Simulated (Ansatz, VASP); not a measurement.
# Gd: VASP beside Ansatz

```
Gd
1.0
     0.00000    2.61985    2.61985
     2.61985    0.00000    2.61985
     2.61985    2.61985    0.00000
Gd
1
Direct
  0.00000 0.00000 0.00000
```

Change from the starting cell: volume scaled by 1.04.

Alike in both runs: task single point; functional PBE; k mesh 9 × 9 × 9; occupations fermi-dirac, width 0.05 eV; collinear spin.

|  | VASP | Ansatz |
| --- | --- | --- |
| version | VASP 6.6.1 | Ansatz 0.2.0 |
| potentials or method | VASP PAW PBE potentials, release 64 (Gd), cutoff 520 eV | all-electron LAPW, scalar-relativistic |

Ansatz gave:

| Quantity | Value |
| --- | --- |
| gap on the k mesh at the Fermi level (eV) | none |
| pressure (GPa) | -2.2 |
| net moment per atom (μB) | 7.64 |
| size of the moment on the site where the two differ most (μB) | 7.48 |

Problem. Which values does VASP return?

Solution. gap on the k mesh at the Fermi level (eV): none; pressure (GPa): -2.5; net moment per atom (μB): 7.65; size of the moment on the site where the two differ most (μB): 6.98.

Site moments also hang on the region over which each program counts them. A gap of «none» marks a metal or a gap that the smearing closes. Ansatz ran all-electron here, and VASP with PAW potentials.

Spin-orbit coupling is off throughout. Noted on Ansatz's run: the open f shell may have settled in a state that isn't the lowest.
